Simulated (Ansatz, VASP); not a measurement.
One calculation of Cd, two programs

The input INCAR:

```
PREC     = Accurate       # precision mode
ENCUT    = 520            # plane-wave cutoff, eV
EDIFF    = 1E-7           # SCF threshold, eV
ISMEAR   = 0              # smearing method
SIGMA    = 0.15           # smearing width, eV
LREAL    = F              # projectors in reciprocal space
LASPH    = T              # aspherical terms in the spheres
NELM     = 60             # most SCF steps
ALGO     = Fast           # electronic algorithm
ISIF     = 2              # what is computed and relaxed
LWAVE    = F              # write WAVECAR
LCHARG   = T              # write CHGCAR
GGA      = PE             # functional
LELF     = T              # ELF
LVHAR    = T            
NBANDS   = 12             # bands
```

KPOINTS

```
Automatic mesh
0
Gamma
  18 18 18
```

Contents of POSCAR:

```
Cd
1.0
    0.0000000000      2.2841337375      2.2541534960
    2.2241732545      0.0000000000      2.2541534960
    2.2241732545      2.2841337375      0.0000000000
Cd
1
Direct
    0.0000000000      0.0000000000      0.0000000000
```

Input for Ansatz:

```yaml
crystal:
  lattice:
    - [0.0, 2.2841337375, 2.254153496]
    - [2.2241732545, 0.0, 2.254153496]
    - [2.2241732545, 2.2841337375, 0.0]
  atoms:
    - { symbol: Cd, position: [0.0, 0.0, 0.0] }
basis:
  ecutwfc: 420
kpoints:
  mp_grid: { grid: [18, 18, 18] }
hamiltonian:
  xc: pbe
scf:
  occupations: { method: gaussian, width: 0.15 }
output:
  forces: true
  stress: true
  eigenvalues: true
```

Change from the starting cell: normal strain along x -0.0133, normal strain along y +0.0133.

Alike in both runs: task single point; functional PBE; k mesh 18 × 18 × 18; occupations gaussian, width 0.15 eV; no spin polarisation.

|  | VASP | Ansatz |
| --- | --- | --- |
| version | VASP 6.6.1 | Ansatz 0.2.0 |
| potentials or method | VASP PAW PBE potentials, release 64 (Cd), cutoff 520 eV | scalar-relativistic, plane waves, PAW |
| valence electrons in the cell | 12 | 20 |

|  | VASP | Ansatz | Ansatz less VASP |
| --- | --- | --- | --- |
| gap on the k mesh at the Fermi level (eV) | none | none | - |
| pressure (GPa) | 0.1 | -0.1 | -0.24 |
| traceless stress, the component that is largest in VASP (GPa) | -0.38 | -0.37 | +0.003 |

A gap of «none» marks a metal or a gap that the smearing closes. With one functional, cell and mesh, what is left measures potentials, basis and numerics. VASP's potentials hold 12 valence electrons a cell and Ansatz's 20, so a difference there can come from the potentials and not from the codes.
